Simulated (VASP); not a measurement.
# Ta4S in VASP: a series of runs

Ta4S is run at these levels: LDA; tasks: relaxation of the atoms.

Everything below comes from runs of VASP 6.6.1. Logs are shortened: lines on timing, memory, paths and dates and some standing lists are left out, and cuts for length are marked.

### 1 The cell of the first run

The cell holds a slab with vacuum, 5 atoms: a = 3.253 Å, b = 3.253 Å, c = 20.213 Å, α = 90.00°, β = 90.00°, γ = 90.00°.

### 2 Relaxation of the atoms, LDA

INCAR

```
ALGO = Normal ; DIPOL = 0.5 0.5 0.359
EDIFF = 1E-7 ; EDIFFG = -0.025
ENCUT = 520 ; GGA = CA
IBRION = 2 ; IDIPOL = 3
ISIF = 2 ; ISMEAR = 0
KPAR = 4 ; LASPH = True
LCHARG = False ; LDIPOL = True
LREAL = False ; LWAVE = False
NELM = 80 ; NSW = 50
PREC = Accurate ; SIGMA = 0.1
```

KPOINTS

```
k-points
0
Gamma
  8 8 1
```

POSCAR

```
Ta4S
1.0
    3.2528501163      0.0000000000      0.0000000000
    0.0000000000      3.2528501163      0.0000000000
    0.0000000000      0.0000000000     20.2133955625
Ta S
4 1
Selective dynamics
Direct
    0.5000000000      0.5000000000      0.1978885728  F F F
    0.0000000000      0.0000000000      0.2783513062  F F F
    0.5000000000      0.5000000000      0.3580225063  F F F
    0.0000000000      0.0000000000      0.4310703531  T T T
    0.1250000000      0.3750000000      0.5311963089  F F T
```

Potentials or basis: VASP PAW LDA potentials, release 64 (Ta_pv, S).

Launch:

```
cat potpaw_LDA.64/Ta_pv/POTCAR potpaw_LDA.64/S/POTCAR > POTCAR
mpirun -np 4 vasp_std > vasp.out
```

OUTCAR:

```text
EDIFF = 1E-7
   EDIFFG = -0.025
   ENCUT = 520
   GGA = CA
   IBRION = 2
   ISIF = 2
   ISMEAR = 0
   LASPH = True
   LREAL = False
   NELM = 80
   NSW = 50
   PREC = Accurate

 ion  position               nearest neighbor table
   1  0.500  0.500  0.198-   2 2.82   2 2.82   2 2.82   2 2.82   3 3.24
   2  0.000  0.000  0.278-   3 2.81   3 2.81   3 2.81   3 2.81   1 2.82   1 2.82   1 2.82   1 2.82
                             4 3.09
   3  0.500  0.500  0.358-   4 2.73   4 2.73   4 2.73   4 2.73   2 2.81   2 2.81   2 2.81   2 2.81
                             1 3.24
   4  0.000  0.000  0.431-   5 2.40   3 2.73   3 2.73   3 2.73   3 2.73   5 2.90   2 3.09
   5  0.125  0.375  0.531-   4 2.40   4 2.90

  LATTYP: Found a simple tetragonal cell.
 ALAT       =     3.2528501163
 C/A-ratio  =     6.2140568547

  Lattice vectors:

 A1 = (   3.2528501163,   0.0000000000,   0.0000000000)
 A2 = (   0.0000000000,   3.2528501163,   0.0000000000)
 A3 = (   0.0000000000,   0.0000000000,  20.2133955625)

Analysis of symmetry for initial positions (statically):
=====================================================================
 Subroutine PRICEL returns:
 Original cell was already a primitive cell.

 Routine SETGRP: Setting up the symmetry group for a
 simple tetragonal supercell.

 Subroutine GETGRP returns: Found  1 space group operations
 (whereof  1 operations were pure point group operations)
 out of a pool of 16 trial point group operations.

The static configuration has the point symmetry C_1 .

Analysis of symmetry for dynamics (positions and initial velocities):
=====================================================================
 Subroutine PRICEL returns:
 Original cell was already a primitive cell.

 Routine SETGRP: Setting up the symmetry group for a
 simple tetragonal supercell.

 Subroutine GETGRP returns: Found  1 space group operations
 (whereof  1 operations were pure point group operations)
 out of a pool of 16 trial point group operations.

The dynamic configuration has the point symmetry C_1 .

Analysis of constrained symmetry for selective dynamics:
=====================================================================
 Subroutine PRICEL returns:
 Original cell was already a primitive cell.

 Routine SETGRP: Setting up the symmetry group for a
 simple tetragonal supercell.

 Subroutine GETGRP returns: Found  1 space group operations
 (whereof  1 operations were pure point group operations)
 out of a pool of 16 trial point group operations.

The constrained configuration has the point symmetry C_1 .

 Subroutine INISYM returns: Found  1 space group operations
 (whereof  1 operations are pure point group operations),
 and found     1 'primitive' translations

----------------------------------------------------------------------------------------

                                     Primitive cell

  volume of cell :     213.8786

  direct lattice vectors                    reciprocal lattice vectors
     3.252850116  0.000000000  0.000000000     0.307422711  0.000000000  0.000000000
     0.000000000  3.252850116  0.000000000     0.000000000  0.307422711  0.000000000
     0.000000000  0.000000000 20.213395563     0.000000000  0.000000000  0.049472143

  length of vectors
     3.252850116  3.252850116 20.213395563     0.307422711  0.307422711  0.049472143

  position of ions in fractional coordinates (direct lattice)
     0.500000000  0.500000000  0.197888573
     0.000000000  0.000000000  0.278351306
     0.500000000  0.500000000  0.358022506
     0.000000000  0.000000000  0.431070353
     0.125000000  0.375000000  0.531196309

  ion indices of the primitive-cell ions
   primitive index   ion index
                 1           1
                 2           2
                 3           3
                 4           4
                 5           5

----------------------------------------------------------------------------------------

 KPOINTS: k-points

Automatic generation of k-mesh.
 Grid dimensions read from file:
 generate k-points for:    8    8    1

[... 50 lines left out ...]

------------------------ aborting loop because EDIFF is reached ----------------------------------------

  FORCE on cell =-STRESS in cart. coord.  units (eV):
  Direction    XX          YY          ZZ          XY          YZ          ZX
  --------------------------------------------------------------------------------------
  -------------------------------------------------------------------------------------
  Total       -2.7008988     -4.5221572     -2.6450474      0.4971118      0.5142481     -0.1451800
  in kB      -20.2325914    -33.8757452    -19.8142058      3.7238941      3.8522627     -1.0875521
  external PRESSURE =     -24.6408475 kB  Pullay stress =       0.0000000 kB
[... 98 lines left out ...]
  FREE ENERGIE OF THE ION-ELECTRON SYSTEM (eV)
  ---------------------------------------------------
  free  energy   TOTEN  =       -53.7514349036 eV

  energy  without entropy=      -53.7260405883  energy(sigma->0) =      -53.73873775

[... ionic steps 4 to 7 ...]

--------------------------------------- Ionic step        8  -------------------------------------------

 number of electron      50.0000003 magnetization

------------------------ aborting loop because EDIFF is reached ----------------------------------------

  FORCE on cell =-STRESS in cart. coord.  units (eV):
  Direction    XX          YY          ZZ          XY          YZ          ZX
  --------------------------------------------------------------------------------------
  -------------------------------------------------------------------------------------
  Total       -4.8972434     -5.5406355     -3.2468362      0.7026348      2.2948446      0.2359921
  in kB      -36.6855381    -41.5052262    -24.3222404      5.2634788     17.1908159      1.7678310
  external PRESSURE =     -34.1710016 kB  Pullay stress =       0.0000000 kB
[... 63 lines left out ...]
  energy  without entropy=      -53.9673753761  energy(sigma->0) =      -53.97980214

--------------------------------------- Ionic step       10  -------------------------------------------

 number of electron      50.0000001 magnetization

 dipolmoment           0.000000      0.000000      0.093500 electrons x Angstroem

 Free energy of the ion-electron system (eV)
  ---------------------------------------------------
  ext. energy  EPLUGINS =         0.00000000
  ---------------------------------------------------
  free energy    TOTEN  =       -53.99235563 eV

  energy without entropy =      -53.96726648  energy(sigma->0) =      -53.97981105

 E-fermi :  -0.3909     XC(G=0):  -6.1789

 val. band max:       -0.3996877626   @ k =   0.2500   0.3750   0.0000
 cond. band min:      -0.3815260729   @ k =   0.0000   0.1250   0.0000
 fundamental gap:      0.0181616897
 Fermi energy:        -0.3909173973

 k-point     1 :       0.0000    0.0000    0.0000
  band No.  band energies     occupation
      1     -35.0214      2.00000
      2     -34.8209      2.00000
      3     -34.8039      2.00000
      4     -34.6774      2.00000
      5     -34.5421      2.00000
      6     -34.4600      2.00000
[... 781 lines left out ...]
     29       1.4937      0.00000
     30       1.6061      0.00000

 [... further k-points ...]

------------------------ aborting loop because EDIFF is reached ----------------------------------------

 vacuum level on the upper side and lower side of the slab       (xc-potential included)         0.681        -0.951

  FORCE on cell =-STRESS in cart. coord.  units (eV):
  Direction    XX          YY          ZZ          XY          YZ          ZX
  --------------------------------------------------------------------------------------
  -------------------------------------------------------------------------------------
  Total       -4.9221477     -5.5409233     -3.1730985      0.7416492      2.3626548      0.2162800
  in kB      -36.8720977    -41.5073817    -23.7698675      5.5557376     17.6987857      1.6201664
  external PRESSURE =     -34.0497823 kB  Pullay stress =       0.0000000 kB

 VOLUME and BASIS-vectors are now :
 -----------------------------------------------------------------------------
  energy-cutoff  :      520.00
  volume of cell :      213.88
      direct lattice vectors                 reciprocal lattice vectors
     3.252850116  0.000000000  0.000000000     0.307422711  0.000000000  0.000000000
     0.000000000  3.252850116  0.000000000     0.000000000  0.307422711  0.000000000
     0.000000000  0.000000000 20.213395563     0.000000000  0.000000000  0.049472143
[... 11 lines left out ...]
  FREE ENERGIE OF THE ION-ELECTRON SYSTEM (eV)
  ---------------------------------------------------
  free  energy   TOTEN  =       -53.9923556265 eV

  energy  without entropy=      -53.9672664830  energy(sigma->0) =      -53.97981105

 reached required accuracy - stopping structural energy minimisation

 vacuum level on the upper side and lower side of the slab         5.332         3.658
```

Run time: 15 min. Hardware: 4 MPI ranks of AMD EPYC 7R43 (Zen 3), shared host; peak memory 0.32 GiB.

What came out:

```yaml
Free_energy: -53.9924 eV
Energy_gained_by_relaxing: 133.2 meV/atom
Ionic_steps: 10
Band_gap_on_the_k_mesh: zero (bands 25 and 26 overlap by 0.59 eV)
```

Step by step:
| step | energy change (eV) | largest force on free atoms (eV/Å) | pressure (GPa) |
| --- | --- | --- | --- |
| 1 | 0.0000 | 3.7092 | -2.46 |
| 2 | -0.4196 | 1.5661 | -1.83 |
| 3 | -0.4251 | 1.3533 | -1.98 |
| 4 | -0.5121 | 1.0068 | -2.47 |
| 5 | -0.6451 | 0.5155 | -3.45 |
| 6 | -0.6556 | 0.5694 | -3.63 |
| 7 | -0.6483 | 0.6666 | -3.10 |
| 8 | -0.6649 | 0.1332 | -3.42 |
| 9 | -0.6659 | 0.0442 | -3.41 |
| 10 | -0.6660 | 0.0129 | -3.40 |

Final structure:
```
Ta S
1.0
     3.25285    0.00000    0.00000
     0.00000    3.25285    0.00000
     0.00000    0.00000   20.21340
Ta S
4 1
Direct
  0.50000 0.50000 0.19789
  0.00000 0.00000 0.27835
  0.50000 0.50000 0.35802
  0.99181 0.90442 0.44861
  0.12500 0.37500 0.53011
```

Levels at points of the mesh, in eV from the Fermi level:
| k point | band 22 | band 23 | band 24 | band 25 | band 26 | band 27 | band 28 | band 29 |
| --- | --- | --- | --- | --- | --- | --- | --- | --- |
| (0.00, 0.00, 0.00) | -0.71 | -0.12 | 0.21 | 0.35 | 0.48 | 0.79 | 1.06 | 1.29 |
| (0.50, 0.00, 0.00) | -1.01 | -0.87 | -0.46 | 0.18 | 0.25 | 0.81 | 1.16 | 1.33 |
| (0.00, 0.50, 0.00) | -1.13 | -0.83 | -0.68 | -0.18 | 0.48 | 0.64 | 1.29 | 1.55 |
| (0.50, 0.50, 0.00) | -1.60 | -1.37 | -0.36 | -0.16 | 0.31 | 1.61 | 2.40 | 2.50 |

Caveat: spin-orbit coupling is left out, which moves the levels of the heavy elements.

### 3 Relaxation of the atoms, LDA

INCAR

```
SYSTEM = Ta4S
  ALGO = Normal
  DIPOL = 0.5 0.5 0.361
  EDIFF = 1E-7
  EDIFFG = -0.025
  ENCUT = 520
  IBRION = 2
  IDIPOL = 3
  ISIF = 2
  ISMEAR = 0
  KPAR = 4
  LASPH = .TRUE.
  LCHARG = .FALSE.
  LDIPOL = .TRUE.
  LREAL = .FALSE.
  LWAVE = .FALSE.
  NELM = 60
  NSW = 50
  PREC = Accurate
  SIGMA = 0.1
```

KPOINTS

```
k-points
0
G
  8 8 1
  0 0 0
```

POSCAR, as its differences from that of step 2:

```diff
@@ -13,2 +13,2 @@
     0.0000000000      0.0000000000      0.4310703531  T T T
-    0.1250000000      0.3750000000      0.5311963089  F F T
+    0.1250000000      0.7500000000      0.5376398055  F F T
```

Potentials or basis: VASP PAW LDA potentials, release 64 (Ta_pv, S).

Launch:

```
cat potpaw_LDA.64/Ta_pv/POTCAR potpaw_LDA.64/S/POTCAR > POTCAR
mpirun -np 4 vasp_std > vasp.out
```

Run time: 37 min. Hardware: 4 MPI ranks of Intel Xeon Platinum 8375C at 2.90GHz (Ice Lake), shared host; peak memory 0.35 GiB.

It converged, with:

```
Free energy               : -53.6058 eV
Energy gained by relaxing : 114.8 meV/atom
Ionic steps               : 29
Band gap on the k mesh    : zero (bands 25 and 26 overlap by 0.42 eV)
```

The path:
| step | energy change (eV) | largest force on free atoms (eV/Å) | pressure (GPa) |
| --- | --- | --- | --- |
| 1 | 0.0000 | 3.4563 | -2.20 |
| 2 | -0.2714 | 1.8986 | -1.37 |
| 3 | -0.3008 | 0.9266 | -1.74 |
| 4 | -0.3632 | 0.7280 | -2.31 |
| 5 | -0.4586 | 0.5144 | -3.87 |
| 6 | -0.4675 | 0.5891 | -4.35 |
| 7 | -0.4728 | 1.0659 | -4.09 |
| 8 | -0.4832 | 0.4140 | -4.23 |
| 9 | -0.4957 | 0.4040 | -4.34 |
| 10 | -0.5196 | 0.3268 | -4.57 |
| 11 | -0.5455 | 0.3825 | -4.61 |
| 12 | 1.1134 | 10.9179 | 0.46 |
| 13 | -0.5470 | 0.3842 | -4.60 |
| 14 | -0.4715 | 1.2587 | -3.74 |
| 15 | -0.5507 | 0.3812 | -4.56 |
| 16 | -0.5501 | 0.3276 | -4.33 |
| 17 | -0.5537 | 0.3563 | -4.48 |
| 18 | -0.5357 | 0.8552 | -3.43 |
| 19 | -0.5603 | 0.3254 | -4.12 |
| 20 | -0.5672 | 0.2812 | -3.98 |
| 21 | -0.5673 | 0.2556 | -3.99 |
| 22 | -0.5715 | 0.1349 | -3.71 |
| 23 | -0.5715 | 0.1406 | -3.67 |
| 24 | -0.5726 | 0.1010 | -3.68 |
| 25 | -0.5735 | 0.0809 | -3.71 |
| 26 | -0.5737 | 0.1029 | -3.66 |
| 27 | -0.5738 | 0.0576 | -3.68 |
| 28 | -0.5740 | 0.0263 | -3.70 |
| 29 | -0.5740 | 0.0123 | -3.71 |

Final structure:
```
CELL_PARAMETERS angstrom
3.25285 0.00000 0.00000
0.00000 3.25285 0.00000
0.00000 0.00000 20.21340
ATOMIC_POSITIONS crystal
Ta 0.50000 0.50000 0.19789
Ta 0.00000 0.00000 0.27835
Ta 0.50000 0.50000 0.35802
Ta 0.00911 0.21734 0.45725
S 0.12500 0.75000 0.53808
```

Levels at points of the mesh, in eV from the Fermi level:
```tsv
k point	band 21	band 22	band 23	band 24	band 25	band 26	band 27	band 28	band 29	band 30
(0.00, 0.00, 0.00)	-1.26	-0.94	-0.12	0.04	0.27	0.48	0.77	1.06	1.58	1.72
(0.50, 0.00, 0.00)	-1.20	-1.05	-0.96	-0.55	-0.12	0.35	1.18	1.30	1.42	1.84
(0.00, 0.50, 0.00)	-1.41	-1.03	-0.80	-0.70	-0.44	0.60	0.92	1.41	1.56	2.14
(0.50, 0.50, 0.00)	-1.90	-1.54	-1.26	-0.26	-0.22	0.46	1.74	2.40	2.48	2.64
```

Caveat: spin-orbit coupling is left out, which moves the levels of the heavy elements.

### 4 Relaxation of the atoms, LDA

INCAR

```
SYSTEM = Ta4S
ALGO     = Normal         ! electronic algorithm
DIPOL    = 0.5 0.5 0.361
EDIFF    = 1E-7           ! SCF threshold, eV
EDIFFG   = -0.025         ! ionic threshold
ENCUT    = 520            ! plane-wave cutoff, eV
GGA      = CA             ! functional
IBRION   = 2              ! ionic algorithm
IDIPOL   = 3            
ISIF     = 2              ! what is computed and relaxed
ISMEAR   = 0              ! smearing method
KPAR     = 4            
LASPH    = .True.         ! aspherical terms in the spheres
LCHARG   = .False.        ! write CHGCAR
LDIPOL   = .True.       
LREAL    = .False.        ! projectors in reciprocal space
LWAVE    = .False.        ! write WAVECAR
NELM     = 80             ! most SCF steps
NSW      = 50             ! ionic steps
PREC     = Accurate       ! precision mode
SIGMA    = 0.1            ! smearing width, eV
```

KPOINTS

```
k-points
0
Gamma
  8 8 1
  0 0 0
```

POSCAR, as its differences from that of step 3:

```diff
@@ -13,2 +13,2 @@
     0.0000000000      0.0000000000      0.4310703531  T T T
-    0.1250000000      0.7500000000      0.5376398055  F F T
+    0.1250000000      0.2500000000      0.5376399198  F F T
```

Launch:

```
cat potpaw_LDA.64/Ta_pv/POTCAR potpaw_LDA.64/S/POTCAR > POTCAR
mpirun -np 4 vasp_std > vasp.out
```

It took 21 min on 4 MPI ranks of AMD EPYC 7R13 (Zen 3), shared host; peak memory 0.34 GiB.

It converged, with:

```yaml
Free_energy: -53.6058 eV
Energy_gained_by_relaxing: 114.8 meV/atom
Ionic_steps: 29
Band_gap_on_the_k_mesh: zero (bands 25 and 26 overlap by 0.42 eV)
```

Step by step:
```
step  energy change (eV)  largest force on free atoms (eV/Å)  pressure (GPa)
   1              0.0000                              3.4564           -2.20
   2             -0.2714                              1.8986           -1.37
   3             -0.3008                              0.9266           -1.74
   4             -0.3632                              0.7280           -2.31
   5             -0.4586                              0.5144           -3.87
   6             -0.4675                              0.5891           -4.35
   7             -0.4728                              1.0659           -4.09
   8             -0.4832                              0.4140           -4.23
   9             -0.4957                              0.4040           -4.34
  10             -0.5196                              0.3268           -4.57
  11             -0.5455                              0.3824           -4.61
  12              1.1135                             10.9181            0.46
  13             -0.5470                              0.3842           -4.60
  14             -0.4715                              1.2587           -3.74
  15             -0.5507                              0.3812           -4.56
  16             -0.5501                              0.3276           -4.33
  17             -0.5537                              0.3563           -4.48
  18             -0.5357                              0.8553           -3.43
  19             -0.5603                              0.3254           -4.12
  20             -0.5672                              0.2813           -3.98
  21             -0.5673                              0.2556           -3.99
  22             -0.5715                              0.1349           -3.71
  23             -0.5715                              0.1406           -3.67
  24             -0.5726                              0.1010           -3.68
  25             -0.5735                              0.0809           -3.71
  26             -0.5737                              0.1029           -3.66
  27             -0.5738                              0.0576           -3.68
  28             -0.5740                              0.0263           -3.70
  29             -0.5740                              0.0123           -3.71
```

Final structure:
```yaml
crystal:
  lattice:
    - [3.25285, 0.00000, 0.00000]
    - [0.00000, 3.25285, 0.00000]
    - [0.00000, 0.00000, 20.21340]
  atoms:
    - { symbol: Ta, position: [0.50000, 0.50000, 0.19789] }
    - { symbol: Ta, position: [0.00000, 0.00000, 0.27835] }
    - { symbol: Ta, position: [0.50000, 0.50000, 0.35802] }
    - { symbol: Ta, position: [0.00911, 0.78266, 0.45725] }
    - { symbol: S, position: [0.12500, 0.25000, 0.53808] }
```

Levels at points of the mesh, in eV from the Fermi level:
| k point | band 23 | band 24 | band 25 | band 26 | band 27 | band 28 |
| --- | --- | --- | --- | --- | --- | --- |
| (0.00, 0.00, 0.00) | -0.12 | 0.04 | 0.27 | 0.48 | 0.77 | 1.06 |
| (0.50, 0.00, 0.00) | -0.96 | -0.55 | -0.12 | 0.35 | 1.18 | 1.30 |
| (0.00, 0.50, 0.00) | -0.80 | -0.70 | -0.44 | 0.60 | 0.92 | 1.41 |
| (0.50, 0.50, 0.00) | -1.26 | -0.26 | -0.22 | 0.46 | 1.74 | 2.40 |

Caveat: spin-orbit coupling is left out, which moves the levels of the heavy elements.

### 5 Summary

| cell | gap on the mesh (eV) |
| --- | --- |
| atoms relaxed, atomic positions A | none |
| atoms relaxed, atomic positions B | none |
| atoms relaxed, atomic positions C | none |

Alike in all rows: task relaxation of the atoms; level LDA; potentials or basis VASP PAW LDA potentials, release 64 (Ta_pv, S); no spin polarisation; k mesh 8 × 8 × 1; cutoff (eV) 520; smearing gaussian 0.1 eV.

Caveats: spin-orbit coupling is left out, which moves the levels of the heavy elements.

Total energies depend on the potentials used, so only differences within one code and one set of settings carry meaning.

The gap in the log of VASP goes by the Fermi energy; the results here count the filled bands.